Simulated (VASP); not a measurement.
# Si5F (P6/mmm) in VASP: further runs

Runs on Si5F. Level: PBE. Tasks: single point, relaxation of cell and atoms.

Everything below comes from runs of VASP 6.6.1. Logs are shortened: lines on timing, memory, paths and dates and some standing lists are left out, and cuts for length are marked.

## Step 1: The cell of the first run

Symmetry: P6/mmm, No. 191, hexagonal system. Conventional cell: a = 5.060 Å, b = 5.060 Å, c = 4.100 Å, α = 90.00°, β = 90.00°, γ = 120.00°. Si (site symmetry mmm) has 8 Si at 2.52 to 2.53 Å and 4 F at 3.26 Å within 3.3 Å. Si (site symmetry -6m2) has 9 Si at 2.52 to 2.92 Å and 3 F at 2.92 Å within 3.3 Å. Within 3.8 Å of F (site symmetry 6/mmm) lie 18 Si at 2.92 to 3.26 Å.

The cell was generated, and may not be a known phase.

## Step 2: Single point, PBE

File INCAR:

```
SYSTEM = Si5F
PREC     = Accurate       ! precision mode
ENCUT    = 520            ! plane-wave cutoff, eV
EDIFF    = 1E-7           ! SCF threshold, eV
ISMEAR   = 0              ! smearing method
SIGMA    = 0.1            ! smearing width, eV
LREAL    = .FALSE.        ! projectors in reciprocal space
LASPH    = .TRUE.         ! aspherical terms in the spheres
NELM     = 60             ! most SCF steps
ALGO     = Normal         ! electronic algorithm
ISIF     = 2              ! what is computed and relaxed
LWAVE    = .FALSE.        ! write WAVECAR
LCHARG   = .FALSE.        ! write CHGCAR
GGA      = PE             ! functional
NBANDS   = 22             ! bands
```

File KPOINTS:

```
regular mesh
0
G
  6 6 4
  0 0 0
```

File POSCAR:

```
Si5F
1.0
    5.0597228700      0.0000000000      0.0000000000
   -2.5298614300      4.3818485400      0.0000000000
    0.0000000000      0.0000000000      4.0995600000
Si F
5 1
Direct
    0.0000000000      0.5000000000      0.5000000000
    0.3333333300      0.6666666700      0.0000000000
    0.6666666700      0.3333333300      0.0000000000
    0.5000000000      0.0000000000      0.5000000000
    0.5000000000      0.5000000000      0.5000000000
    0.0000000000      0.0000000000      0.0000000000
```

Potentials or basis: VASP PAW PBE potentials, release 64 (Si, F).

Run with:

```console
> cat potpaw_PBE.64/Si/POTCAR potpaw_PBE.64/F/POTCAR > POTCAR
> mpirun -np 1 vasp_std > vasp.out
```

OUTCAR:

```text
SYSTEM = Si5F
   PREC = Accurate
   ENCUT = 520
   EDIFF = 1E-7
   ISMEAR = 0
   LREAL = .FALSE.
   LASPH = .TRUE.
   NELM = 60
   ISIF = 2
   GGA = PE

 ion  position               nearest neighbor table
   1  0.000  0.500  0.500-   2 2.52   3 2.52   2 2.52   3 2.52   5 2.53   5 2.53   4 2.53   4 2.53

   2  0.333  0.667  0.000-   4 2.52   4 2.52   1 2.52   1 2.52   5 2.52   5 2.52   3 2.92   3 2.92
                             3 2.92
   3  0.667  0.333  0.000-   4 2.52   4 2.52   1 2.52   1 2.52   5 2.52   5 2.52   2 2.92   2 2.92
                             2 2.92
   4  0.500  0.000  0.500-   2 2.52   3 2.52   2 2.52   3 2.52   5 2.53   5 2.53   1 2.53   1 2.53

   5  0.500  0.500  0.500-   2 2.52   3 2.52   2 2.52   3 2.52   4 2.53   4 2.53   1 2.53   1 2.53

   6  0.000  0.000  0.000-

  LATTYP: Found a hexagonal cell.
 ALAT       =     5.0597228700
 C/A-ratio  =     0.8102340988

  Lattice vectors:

 A1 = (   5.0597228700,   0.0000000000,   0.0000000000)
 A2 = (  -2.5298614300,   4.3818485400,   0.0000000000)
 A3 = (   0.0000000000,   0.0000000000,   4.0995600000)

Analysis of symmetry for initial positions (statically):
=====================================================================
 Subroutine PRICEL returns:
 Original cell was already a primitive cell.

 Routine SETGRP: Setting up the symmetry group for a
 hexagonal supercell.

 Subroutine GETGRP returns: Found 24 space group operations
 (whereof 24 operations were pure point group operations)
 out of a pool of 24 trial point group operations.

The static configuration has the point symmetry D_6h.

Analysis of symmetry for dynamics (positions and initial velocities):
=====================================================================
 Subroutine PRICEL returns:
 Original cell was already a primitive cell.

 Routine SETGRP: Setting up the symmetry group for a
 hexagonal supercell.

 Subroutine GETGRP returns: Found 24 space group operations
 (whereof 24 operations were pure point group operations)
 out of a pool of 24 trial point group operations.

The dynamic configuration has the point symmetry D_6h.

 Subroutine INISYM returns: Found 24 space group operations
 (whereof 24 operations are pure point group operations),
 and found     1 'primitive' translations

----------------------------------------------------------------------------------------

                                     Primitive cell

  volume of cell :      90.8911

  direct lattice vectors                    reciprocal lattice vectors
     5.059722870  0.000000000  0.000000000     0.197639283  0.114107093  0.000000000
    -2.529861430  4.381848540  0.000000000     0.000000000  0.228214187  0.000000000
     0.000000000  0.000000000  4.099560000     0.000000000  0.000000000  0.243928617

  length of vectors
     5.059722870  5.059722866  4.099560000     0.228214186  0.228214187  0.243928617

  position of ions in fractional coordinates (direct lattice)
     0.000000000  0.500000000  0.500000000
     0.333333330  0.666666670  0.000000000
     0.666666670  0.333333330  0.000000000
     0.500000000  0.000000000  0.500000000
     0.500000000  0.500000000  0.500000000
     0.000000000  0.000000000  0.000000000

  ion indices of the primitive-cell ions
   primitive index   ion index
                 1           1
                 2           2
                 3           3
                 4           4
                 5           5
                 6           6

----------------------------------------------------------------------------------------

 KPOINTS: regular mesh

Automatic generation of k-mesh.
 Grid dimensions read from file:
 generate k-points for:    6    6    4

 Generating k-lattice:

  Cartesian coordinates                     Fractional coordinates (reciprocal lattice)
     0.032939880  0.019017849  0.000000000     0.166666667  0.000000000  0.000000000
     0.000000000  0.038035698  0.000000000     0.000000000  0.166666667  0.000000000
     0.000000000  0.000000000  0.060982154     0.000000000  0.000000000  0.250000000

  Length of vectors
     0.038035698  0.038035698  0.060982154

  Shift w.r.t. Gamma in fractional coordinates (k-lattice)
     0.000000000  0.000000000  0.000000000

 Subroutine IBZKPT returns following result:
 ===========================================

 Found     21 irreducible k-points:

 Following reciprocal coordinates:
            Coordinates               Weight
  0.000000  0.000000  0.000000      1.000000
  0.166667 -0.000000  0.000000      6.000000
  0.333333 -0.000000  0.000000      6.000000
  0.500000 -0.000000  0.000000      3.000000
  0.166667  0.166667  0.000000      6.000000
  0.333333  0.166667  0.000000     12.000000
[... 13 lines left out ...]
  0.333333  0.166667  0.500000     12.000000
  0.333333  0.333333  0.500000      2.000000
   k-points           NKPTS =     21   k-points in BZ     NKDIM =     21   number of bands    NBANDS=     22
   number of dos      NEDOS =    301   number of ions     NIONS =      6
   total plane-waves  NPLWV =  48000
   dimension x,y,z NGX =    40 NGY =   40 NGZ =   30
   dimension x,y,z NGXF=    80 NGYF=   80 NGZF=   60
   ions per type =               5   1
   NGX,Y,Z   is equivalent  to a cutoff of  13.14, 13.14, 12.17 a.u.
   NGXF,Y,Z  is equivalent  to a cutoff of  26.29, 26.29, 24.33 a.u.
 SYSTEM =  Si5F
   PREC   = accura    normal or accurate (medium, high low for compatibility)
   ISTART =      0    job   : 0-new  1-cont  2-samecut
   ICHARG =      2    charge: 1-file 2-atom 10-const
   ISPIN  =      1    spin polarized calculation?
   LNONCOLLINEAR =      F non collinear calculations
   LSORBIT =      F    spin-orbit coupling
   LASPH  =      T    aspherical Exc in radial PAW
   ENCUT  =  520.0 eV  38.22 Ry    6.18 a.u.   9.41  9.41  7.62*2*pi/ulx,y,z
   NELM   =     60;   NELMIN=  2; NELMDL= -5     # of ELM steps
   EDIFF  = 0.1E-06   stopping-criterion for ELM
   LREAL  =      F    real-space projection
   EDIFFG = 0.1E-05   stopping-criterion for IOM
   NSW    =      0    number of steps for IOM
   IBRION =     -1    ionic relax: 0-MD 1-quasi-New 2-CG
   NFREE  =      0    steps in history (QN), initial steepest desc. (CG)
   ISIF   =      2    stress and relaxation
   ISYM   =      2    0-nonsym 1-usesym 2-fastsym
   POTIM  = 0.5000    time-step for ionic-motion
   TEBEG  =    0.0;   TEEND  =   0.0 temperature during run
   PSTRESS=    0.0 pullay stress
   NELECT =      27.0000    total number of electrons
   NUPDOWN=      -1.0000    fix difference up-down
   EMIN   =  10.00;   EMAX   =-10.00  energy-range for DOS
   EFERMI =   0.00;   METHOD = LEGACY
   ISMEAR =     0;   SIGMA  =   0.10  broadening in eV -4-tet -1-fermi 0-gaus
   EFERMI_NEDOS =   21; number of points for ismear=-14 and -15
   IALGO  =     38    algorithm
   IMIX   =      4    mixing-type and parameters
     AMIX     =   0.40;   BMIX     =  1.00
     AMIX_MAG =   1.60;   BMIX_MAG =  1.00
  volume/ion in A,a.u.               =      15.15       102.23
  Fermi-wavevector in a.u.,A,eV,Ry     =   1.092334  2.064213 16.234398  1.193195
  Thomas-Fermi vector in A             =   2.228598
   LORBIT       =      0    0 simple, 1 ext, 2 COOP (PROOUT), +10 PAW based schemes
   GGA     = PE    functional components
   LHFCALC =     F    Hartree Fock is set to
   AEXX    =    0.0000 exact exchange contribution
   IVDW    =     0    specifies the selected vdW correction
   LEPSILON=     F    determine dielectric tensor
   LRPA    =     F    only Hartree local field effects (RPA)
 non-spin polarized calculation
 Gauss-broadening in eV      SIGMA  =   0.10
  energy-cutoff  :      520.00
  volume of cell :       90.89
 maximum number of plane-waves:      2476
 NGX is ok and might be reduce to    40
   NGX = 19   NGY = 19   NGZ = 15

 number of electron      26.9999998 magnetization

 Free energy of the ion-electron system (eV)
  ---------------------------------------------------
  ext. energy  EPLUGINS =         0.00000000
  ---------------------------------------------------
  free energy    TOTEN  =       -27.88865216 eV

  energy without entropy =      -27.87564200  energy(sigma->0) =      -27.88214708

 E-fermi :   7.3583     XC(G=0): -10.4169

 val. band max:        7.3399778944   @ k =   0.3333   0.1667   0.0000
 cond. band min:       7.4043541701   @ k =   0.3333  -0.0000   0.2500
 fundamental gap:      0.0643762756
 Fermi energy:         7.3582528645

 k-point     1 :       0.0000    0.0000    0.0000
  band No.  band energies     occupation
      1     -13.9316      2.00000
      2      -6.4062      2.00000
      3      -1.5634      2.00000
      4       0.5607      2.00000
      5       0.5607      2.00000
      6       1.3407      2.00000
[... 14 lines left out ...]
     21      12.3714      0.00000
     22      13.1388      0.00000

 k-point     2 :       0.1667   -0.0000    0.0000
  band No.  band energies     occupation
      1     -13.9282      2.00000
      2      -6.2686      2.00000
      3      -2.3928      2.00000
      4       0.2757      2.00000
      5       1.1655      2.00000
      6       1.4964      2.00000
[... 14 lines left out ...]
     21      12.5293      0.00000
     22      13.3253      0.00000

 k-point     3 :       0.3333   -0.0000    0.0000
  band No.  band energies     occupation
      1     -13.9212      2.00000
      2      -5.8822      2.00000
      3      -3.5904      2.00000
      4      -0.1115      2.00000
      5       1.7901      2.00000
      6       1.9372      2.00000
[... 14 lines left out ...]
     21      12.6869      0.00000
     22      13.6919      0.00000

 k-point     4 :       0.5000   -0.0000    0.0000
  band No.  band energies     occupation
      1     -13.9179      2.00000
      2      -5.5364      2.00000
      3      -4.2359      2.00000
      4      -0.2608      2.00000
      5       2.1048      2.00000
      6       2.3694      2.00000
[... 14 lines left out ...]
     21      13.8036      0.00000
     22      14.0270      0.00000

 k-point     5 :       0.1667    0.1667    0.0000
  band No.  band energies     occupation
      1     -13.9230      2.00000
      2      -5.9998      2.00000
      3      -3.3042      2.00000
      4      -0.0649      2.00000
      5       1.7791      2.00000
      6       1.7983      2.00000
[... 14 lines left out ...]
     21      12.6925      0.00000
     22      12.9964      0.00000

 k-point     6 :       0.3333    0.1667    0.0000
  band No.  band energies     occupation
      1     -13.9178      2.00000
      2      -5.5292      2.00000
      3      -4.2468      2.00000
      4      -0.3228      2.00000
      5       2.3312      2.00000
      6       2.3892      2.00000
[... 14 lines left out ...]
     21      12.7405      0.00000
     22      13.2342      0.00000

 k-point     7 :       0.3333    0.3333    0.0000
  band No.  band energies     occupation
      1     -13.9160      2.00000
      2      -4.9576      2.00000
      3      -4.9576      2.00000
      4      -0.4357      2.00000
      5       2.8979      2.00000
      6       2.8979      2.00000
[... 249 lines left out ...]
      6       1.6313      2.00000
[... 14 lines left out ...]
     21      14.0765      0.00000
     22      14.0895      0.00000

 k-point    18 :       0.5000   -0.0000    0.5000
  band No.  band energies     occupation
      1     -13.9050      2.00000
      2      -3.9580      2.00000
      3      -2.7860      2.00000
      4      -2.7401      2.00000
      5      -1.3538      2.00000
      6       1.4808      2.00000
[... 14 lines left out ...]
     21      13.3131      0.00000
     22      13.6826      0.00000

 k-point    19 :       0.1667    0.1667    0.5000
  band No.  band energies     occupation
      1     -13.9089      2.00000
      2      -4.5261      2.00000
      3      -3.1129      2.00000
      4      -1.7815      2.00000
      5      -0.4987      2.00000
      6       1.4181      2.00000
[... 14 lines left out ...]
     21      13.8584      0.00000
     22      14.3151      0.00000

 k-point    20 :       0.3333    0.1667    0.5000
  band No.  band energies     occupation
      1     -13.9051      2.00000
      2      -3.9806      2.00000
      3      -2.7197      2.00000
      4      -2.7113      2.00000
      5      -1.4327      2.00000
      6       0.9585      2.00000
[... 14 lines left out ...]
     21      13.2829      0.00000
     22      13.6296      0.00000

 k-point    21 :       0.3333    0.3333    0.5000
  band No.  band energies     occupation
      1     -13.9039      2.00000
      2      -3.3891      2.00000
      3      -3.3891      2.00000
      4      -2.1657      2.00000
      5      -2.1657      2.00000
      6       0.6004      2.00000
[... 14 lines left out ...]
     21      13.0610      0.00000
     22      13.0610      0.00000

------------------------ aborting loop because EDIFF is reached ----------------------------------------

  FORCE on cell =-STRESS in cart. coord.  units (eV):
  Direction    XX          YY          ZZ          XY          YZ          ZX
  --------------------------------------------------------------------------------------
  -------------------------------------------------------------------------------------
  Total        0.2953347      0.2953347      3.9484531      0.0000000     -0.0000000      0.0000000
  in kB        5.2059954      5.2059954     69.6011202      0.0000000     -0.0000000      0.0000000
  external PRESSURE =      26.6710370 kB  Pullay stress =       0.0000000 kB

 VOLUME and BASIS-vectors are now :
 -----------------------------------------------------------------------------
  energy-cutoff  :      520.00
  volume of cell :       90.89
      direct lattice vectors                 reciprocal lattice vectors
     5.059722870  0.000000000  0.000000000     0.197639283  0.114107093  0.000000000
    -2.529861430  4.381848540  0.000000000     0.000000000  0.228214187  0.000000000
     0.000000000  0.000000000  4.099560000     0.000000000  0.000000000  0.243928617

 POSITION                                       TOTAL-FORCE (eV/Angst)
 -----------------------------------------------------------------------------------
     -1.26493      2.19092      2.04978         0.000000      0.000000     -0.000000
     -0.00000      2.92123      0.00000         0.000000      0.000000     -0.000000
      2.52986      1.46062      0.00000        -0.000000     -0.000000      0.000000
      2.52986      0.00000      2.04978         0.000000      0.000000     -0.000000
      1.26493      2.19092      2.04978         0.000000      0.000000     -0.000000
      0.00000      0.00000      0.00000         0.000000      0.000000     -0.000000
 -----------------------------------------------------------------------------------
    total drift:                               -0.000000      0.000000     -0.000000

  FREE ENERGIE OF THE ION-ELECTRON SYSTEM (eV)
  ---------------------------------------------------
  free  energy   TOTEN  =       -27.8886521639 eV

  energy  without entropy=      -27.8756419979  energy(sigma->0) =      -27.88214708
```

It took 69 s on 1 thread of Intel Xeon Platinum 8259CL at 2.50GHz (Skylake/Cascade Lake), shared host; peak memory 0.21 GiB.

Results:

```
Free energy            : -27.8887 eV
Pressure               : 2.7 GPa
Band gap on the k mesh : zero (an odd number of electrons rules out a gap without spin polarisation)
```

Caveat: the k points lie up to 0.38 Å⁻¹ apart, too coarse for converged energies and pressures of a metal; an odd number of electrons without spin polarisation forces a metal; a magnetic or distorted state may lie lower.

## Step 3: Single point, PBE

This run uses another cell than the first one, of 15.42 Å³/atom.

File INCAR:

```
SYSTEM = Si5F
  PREC = Accurate
  ENCUT = 520
  EDIFF = 1E-7
  ISMEAR = 0
  SIGMA = 0.1
  LREAL = .FALSE.
  LASPH = .TRUE.
  NELM = 60
  ALGO = Normal
  ISIF = 2
  LWAVE = .FALSE.
  LCHARG = .FALSE.
  GGA = PE
  NBANDS = 22
```

File KPOINTS:

```
regular mesh
0
G
  12 12 10
  0 0 0
```

File POSCAR:

```
Si5F
1.0
    4.8542226834     -0.0000000028      0.0000000000
   -2.4271113393      4.2038801609      0.0000000000
    0.0000000000      0.0000000000      4.5339883408
Si F
5 1
Direct
    0.0000000000      0.5000000000      0.5000000000
    0.3333333333      0.6666666667      0.0000000000
    0.6666666667      0.3333333333      0.0000000000
    0.5000000000      0.0000000000      0.5000000000
    0.5000000000      0.5000000000      0.5000000000
    0.0000000000      0.0000000000      0.0000000000
```

Potentials or basis: VASP PAW PBE potentials, release 64 (Si, F).

Run with:

```console
> cat potpaw_PBE.64/Si/POTCAR potpaw_PBE.64/F/POTCAR > POTCAR
> mpirun -np 1 vasp_std > vasp.out
```

Wall time 3.3 min (1 thread of Intel Xeon Platinum 8259CL at 2.50GHz (Skylake/Cascade Lake), shared host); peak memory 0.32 GiB.

The run converged. Its results:

```
Free energy            : -28.2209 eV
Pressure               : -0.1 GPa
Band gap on the k mesh : zero (an odd number of electrons rules out a gap without spin polarisation)
```

Levels at points of the mesh, in eV from the Fermi level:
| k point | band 11 | band 12 | band 13 | band 14 | band 15 | band 16 | band 17 | band 18 |
| --- | --- | --- | --- | --- | --- | --- | --- | --- |
| (0.00, 0.00, 0.00) | -1.63 | -1.63 | -0.77 | -0.66 | 1.08 | 1.08 | 1.14 | 1.14 |
| (0.50, 0.00, 0.00) | -2.60 | -2.36 | 0.16 | 0.55 | 0.62 | 0.84 | 1.82 | 3.73 |
| (0.00, 0.00, 0.50) | -3.44 | -2.92 | -2.32 | -2.32 | 1.66 | 2.18 | 2.85 | 2.85 |
| (0.50, 0.00, 0.50) | -1.79 | -0.75 | 1.31 | 1.51 | 2.90 | 3.25 | 3.34 | 3.42 |

Caveat: an odd number of electrons without spin polarisation forces a metal; a magnetic or distorted state may lie lower.

(Part 1 of 2 ends here.)

The gap in the log of VASP goes by the Fermi energy; the results here count the filled bands.